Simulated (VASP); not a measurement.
## SnSe: single point with PBEsol

Crystal: SnSe.

```
CELL_PARAMETERS angstrom
0.00000 3.01000 2.88960
3.01000 0.00000 2.88960
3.01000 3.01000 0.00000
ATOMIC_POSITIONS crystal
Sn 0.00000 0.00000 0.00000
Se 0.50000 0.50000 0.50000
```

This cell differs from its parent crystal: strain -0.0400 x Voigt [0, 0, 1, 0, 0, 0].

```yaml
Program: VASP 6.6.1
Task: single point
Functional: PBEsol
Potentials_or_basis: VASP PAW PBE potentials, release 64 (Sn_d, Se)
Cutoff: 520 eV
k_mesh: 8 × 8 × 8
Occupations: gaussian, width 0.05 eV
Spin: no spin polarisation
```

The pressure is 0.5 GPa. The band gap on the k mesh is 0.73 eV, indirect (least direct gap 0.78 eV).

Stress tensor (GPa, compression positive):
```
-1.53  0.00  0.00
 0.00 -1.53  0.00
 0.00  0.00  4.48
```

Levels at points of the mesh, in eV from the valence-band top:
```tsv
k point	band 7	band 8	band 9	band 10	band 11	band 12	band 13	band 14
(0.00, 0.00, 0.00)	-4.85	-2.48	-2.06	-2.06	4.22	4.22	5.26	5.77
(0.50, 0.00, 0.00)	-8.20	-1.98	-1.91	-0.02	0.86	1.18	1.44	8.34
(0.50, 0.50, 0.00)	-6.05	-5.74	-3.80	-3.80	2.80	5.53	5.53	6.68
(0.50, 0.00, 0.50)	-5.87	-5.66	-3.94	-3.46	2.95	5.22	6.13	6.28
```

Wall time 14 s on 1 thread of Intel(R) Xeon(R) 6975P-C (Granite Rapids) (shared host), peak memory 0.2 GiB.

Caveat: the cell differs from its parent crystal (strain -0.0400 x Voigt [0, 0, 1, 0, 0, 0]); the PAW data sets were made with another functional, which shifts forces and pressure a little; spin-orbit coupling is left out, which moves the levels of the heavy elements. A k mesh can miss the band edges.
